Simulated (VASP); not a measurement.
The system is Pb.

```
Pb
1.0
    -1.97966    1.97966    1.97966
     1.97966   -1.97966    1.97966
     1.97966    1.97966   -1.97966
Pb
1
Direct
  0.00000 0.00000 0.00000
```

This isn't the form of Pb at room conditions, which is fcc.

| Property | Result |
| --- | --- |
| Program | VASP 6.6.1 |
| Task | relaxation of cell and atoms |
| Functional | RPBE |
| Dispersion | D4 |
| Potentials or basis | VASP PAW PBE potentials, release 64 (Pb_d) |
| Cutoff | 600 eV |
| k mesh | 9 × 9 × 9 |
| Occupations | fermi-dirac, width 0.05 eV |
| Spin | no spin polarisation |

At the start: pressure -1.0 GPa; volume 31.03 Å³/atom.

Problem. How do energy, volume and symmetry change on relaxing?

Solution. Over 3 steps the energy falls by 2.4 meV/atom and the volume is 30.28 Å³/atom (-2.4 %); space group Im-3m (No. 229, to 0.1 Å) before and after.

The path:
```
step  energy change (eV)  largest force (eV/Å)  pressure (GPa)  volume (Å³)
   1              0.0000                0.0000           -1.01        31.03
   2             -0.0024                0.0000            0.18        30.16
   3             -0.0024                0.0000            0.00        30.28
```

Final structure:
```
CELL_PARAMETERS angstrom
-1.96354 1.96354 1.96354
1.96354 -1.96354 1.96354
1.96354 1.96354 -1.96354
ATOMIC_POSITIONS crystal
Pb 0.00000 0.00000 0.00000
```

Caveat: the PAW data sets were made with another functional, which shifts forces and pressure a little.
